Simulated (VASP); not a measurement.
# Zn (Cmcm) in VASP: single point with PBEsol

Aim: the single point of Zn with PBEsol.

Everything below comes from runs of VASP 6.6.1. Logs are shortened: lines on timing, memory, paths and dates and some standing lists are left out, and cuts for length are marked.

## 1. The cell of the first run

The structure is orthorhombic, space group Cmcm (No. 63). Conventional cell: a = 2.665 Å, b = 4.616 Å, c = 4.947 Å, α = 90.00°, β = 90.00°, γ = 90.00°. Zn (site symmetry m2m) has 12 Zn at 2.66 to 2.97 Å within 3.5 Å.

## 2. Single point, PBEsol (atom 1 (Zn) moved by (+0.000, -0.100) A along x and y)

Contents of INCAR:

```
PREC = Accurate ; ENCUT = 520
EDIFF = 1E-6 ; ISMEAR = 0
SIGMA = 0.15 ; LREAL = F
LASPH = T ; NELM = 80
ALGO = Fast ; ISIF = 2
LWAVE = F ; LCHARG = F
GGA = PS ; NBANDS = 19
```

Contents of KPOINTS:

```
Automatic mesh
0
Gamma
  24 24 10
```

Contents of POSCAR:

```
Zn
1.0
    2.6647980532      0.0000000000      0.0000000000
   -1.3323990266      2.3077828100      0.0000000000
    0.0000000000      0.0000000000      4.9467000000
Zn
2
Direct
    0.3116675163      0.6233350327      0.2500000000
    0.6666666667      0.3333333333      0.7500000000
```

Potentials or basis: VASP PAW PBE potentials, release 64 (Zn).

Command:

```bash
cat potpaw_PBE.64/Zn/POTCAR > POTCAR
mpirun -np 1 vasp_std > vasp.out
```

OUTCAR:

```text
PREC = Accurate
   ENCUT = 520
   EDIFF = 1E-6
   ISMEAR = 0
   LREAL = F
   LASPH = T
   NELM = 80
   ISIF = 2
   GGA = PS

 ion  position               nearest neighbor table
   1  0.312  0.623  0.250-   2 2.89   2 2.89   2 2.89   2 2.89   2 2.97   2 2.97
   2  0.667  0.333  0.750-   1 2.89   1 2.89   1 2.89   1 2.89   1 2.97   1 2.97

  LATTYP: Found a hexagonal cell.
 ALAT       =     2.6647980532
 C/A-ratio  =     1.8563132745

  Lattice vectors:

 A1 = (   2.6647980532,   0.0000000000,   0.0000000000)
 A2 = (  -1.3323990266,   2.3077828100,   0.0000000000)
 A3 = (   0.0000000000,   0.0000000000,   4.9467000000)

Analysis of symmetry for initial positions (statically):
=====================================================================
 Subroutine PRICEL returns:
 Original cell was already a primitive cell.

 Routine SETGRP: Setting up the symmetry group for a
 hexagonal supercell.

 Subroutine GETGRP returns: Found  8 space group operations
 (whereof  2 operations were pure point group operations)
 out of a pool of 24 trial point group operations.

The static configuration has the point symmetry C_1h.
 The point group associated with its full space group is D_2h.

Analysis of symmetry for dynamics (positions and initial velocities):
=====================================================================
 Subroutine PRICEL returns:
 Original cell was already a primitive cell.

 Routine SETGRP: Setting up the symmetry group for a
 hexagonal supercell.

 Subroutine GETGRP returns: Found  8 space group operations
 (whereof  2 operations were pure point group operations)
 out of a pool of 24 trial point group operations.

The dynamic configuration has the point symmetry C_1h.
 The point group associated with its full space group is D_2h.

 Subroutine INISYM returns: Found  8 space group operations
 (whereof  2 operations are pure point group operations),
 and found     1 'primitive' translations

----------------------------------------------------------------------------------------

                                     Primitive cell

  volume of cell :      30.4211

  direct lattice vectors                    reciprocal lattice vectors
     2.664798053  0.000000000  0.000000000     0.375262958  0.216658170  0.000000000
    -1.332399027  2.307782810  0.000000000     0.000000000  0.433316340  0.000000000
[... 75 lines left out ...]
 SYSTEM =  unknown system
   PREC   = accura    normal or accurate (medium, high low for compatibility)
   ISTART =      0    job   : 0-new  1-cont  2-samecut
   ICHARG =      2    charge: 1-file 2-atom 10-const
   ISPIN  =      1    spin polarized calculation?
   LNONCOLLINEAR =      F non collinear calculations
   LSORBIT =      F    spin-orbit coupling
   LASPH  =      T    aspherical Exc in radial PAW
   ENCUT  =  520.0 eV  38.22 Ry    6.18 a.u.   4.95  4.95  9.20*2*pi/ulx,y,z
   NELM   =     80;   NELMIN=  2; NELMDL= -5     # of ELM steps
   EDIFF  = 0.1E-05   stopping-criterion for ELM
   LREAL  =      F    real-space projection
   EDIFFG = 0.1E-04   stopping-criterion for IOM
   NSW    =      0    number of steps for IOM
   IBRION =     -1    ionic relax: 0-MD 1-quasi-New 2-CG
   NFREE  =      0    steps in history (QN), initial steepest desc. (CG)
   ISIF   =      2    stress and relaxation
   ISYM   =      2    0-nonsym 1-usesym 2-fastsym
   POTIM  = 0.5000    time-step for ionic-motion
   TEBEG  =    0.0;   TEEND  =   0.0 temperature during run
   PSTRESS=    0.0 pullay stress
   NELECT =      24.0000    total number of electrons
   NUPDOWN=      -1.0000    fix difference up-down
   EMIN   =  10.00;   EMAX   =-10.00  energy-range for DOS
   EFERMI =   0.00;   METHOD = LEGACY
   ISMEAR =     0;   SIGMA  =   0.15  broadening in eV -4-tet -1-fermi 0-gaus
   EFERMI_NEDOS =   21; number of points for ismear=-14 and -15
   IALGO  =     68    algorithm
   IMIX   =      4    mixing-type and parameters
     AMIX     =   0.40;   BMIX     =  1.00
     AMIX_MAG =   1.60;   BMIX_MAG =  1.00
  volume/ion in A,a.u.               =      15.21       102.65
  Fermi-wavevector in a.u.,A,eV,Ry     =   1.512703  2.858594 31.133805  2.288270
  Thomas-Fermi vector in A             =   2.622592
   LORBIT       =      0    0 simple, 1 ext, 2 COOP (PROOUT), +10 PAW based schemes
   GGA     = PS    functional components
   LHFCALC =     F    Hartree Fock is set to
   AEXX    =    0.0000 exact exchange contribution
   IVDW    =     0    specifies the selected vdW correction
   LEPSILON=     F    determine dielectric tensor
   LRPA    =     F    only Hartree local field effects (RPA)
 non-spin polarized calculation
 RMM-DIIS sequential band-by-band and
 Gauss-broadening in eV      SIGMA  =   0.15
  energy-cutoff  :      520.00
  volume of cell :       30.42
 maximum number of plane-waves:       855
   NGX =  9   NGY =  9   NGZ = 19

 number of electron      24.0000012 magnetization

 Free energy of the ion-electron system (eV)
  ---------------------------------------------------
  ext. energy  EPLUGINS =         0.00000000
  ---------------------------------------------------
  free energy    TOTEN  =        -3.13837138 eV

  energy without entropy =       -3.13446432  energy(sigma->0) =       -3.13641785

 E-fermi :   2.9447     XC(G=0): -11.6998

 val. band max:        2.9419735761   @ k =  -0.3333   0.2917   0.0000
 cond. band min:       2.9485412176   @ k =   0.0000   0.5000   0.5000
 fundamental gap:      0.0065676416
 Fermi energy:         2.9447011195

 k-point     1 :       0.0000    0.0000    0.0000
  band No.  band energies     occupation
      1      -7.4767      2.00000
      2      -5.6476      2.00000
      3      -4.9480      2.00000
      4      -4.7180      2.00000
      5      -4.7051      2.00000
      6      -4.6666      2.00000
[... 505 lines left out ...]
      6      -4.5425      2.00000
[... 11 lines left out ...]
     18      17.0123      0.00000
     19      18.5443      0.00000

 [... further k-points ...]
[... 5 lines left out ...]
  --------------------------------------------------------------------------------------
  -------------------------------------------------------------------------------------
  Total       -1.1166341     -1.0301257     -0.5161893     -0.0000000     -0.0000000      0.0000000
  in kB      -58.8093871    -54.2532794    -27.1859656     -0.0000000     -0.0000000      0.0000000
  external PRESSURE =     -46.7495440 kB  Pullay stress =       0.0000000 kB

 VOLUME and BASIS-vectors are now :
 -----------------------------------------------------------------------------
  energy-cutoff  :      520.00
  volume of cell :       30.42
      direct lattice vectors                 reciprocal lattice vectors
     2.664798053  0.000000000  0.000000000     0.375262958  0.216658170  0.000000000
    -1.332399027  2.307782810  0.000000000     0.000000000  0.433316340  0.000000000
     0.000000000  0.000000000  4.946700000     0.000000000  0.000000000  0.202154972

 POSITION                                       TOTAL-FORCE (eV/Angst)
 -----------------------------------------------------------------------------------
     -0.00000      1.43852      1.23667         0.000000      0.045035      0.000000
      1.33240      0.76926      3.71002        -0.000000     -0.045035     -0.000000
 -----------------------------------------------------------------------------------
    total drift:                                0.000003      0.000014      0.000000

  FREE ENERGIE OF THE ION-ELECTRON SYSTEM (eV)
  ---------------------------------------------------
  free  energy   TOTEN  =        -3.1383713811 eV

  energy  without entropy=       -3.1344643248  energy(sigma->0) =       -3.13641785
```

Wall time 2.8 min (1 thread of Intel Xeon 6975P-C (Granite Rapids), shared host); peak memory 0.51 GiB.

What came out:

```yaml
Free_energy: -3.1384 eV
Pressure: -4.7 GPa
Largest_force: 0.045 eV/Å
Band_gap_on_the_k_mesh: zero (bands 12 and 13 overlap by 4.49 eV)
```

Forces on the atoms (eV/Å):
```
Zn   0.000  0.045  0.000
Zn   0.000 -0.045  0.000
```

Levels at points of the mesh, in eV from the Fermi level:
```csv
k point,band 9,band 10,band 11,band 12,band 13,band 14,band 15,band 16
"(0.00, 0.00, 0.00)",-7.25,-7.09,-7.04,-3.66,-3.04,13.60,17.22,17.23
"(0.50, 0.00, 0.00)",-6.89,-6.87,-2.82,-2.23,2.70,3.65,3.98,5.55
"(0.00, 0.50, 0.00)",-6.89,-6.87,-2.92,-2.09,2.42,3.27,4.24,5.96
"(0.00, 0.00, 0.50)",-7.16,-7.16,-7.15,-7.15,4.57,4.57,18.67,18.67
"(0.50, 0.00, 0.50)",-6.88,-6.88,-1.92,-1.92,0.14,0.14,10.03,10.03
"(0.00, 0.50, 0.50)",-6.88,-6.88,-1.81,-1.81,0.00,0.00,10.27,10.27
```

Caveat: the cell differs from its parent crystal (atom 1 (Zn) moved by (+0.000, -0.100) A along x and y); the cell stands under tension; the PAW data sets were made with another functional, which shifts forces and pressure a little.
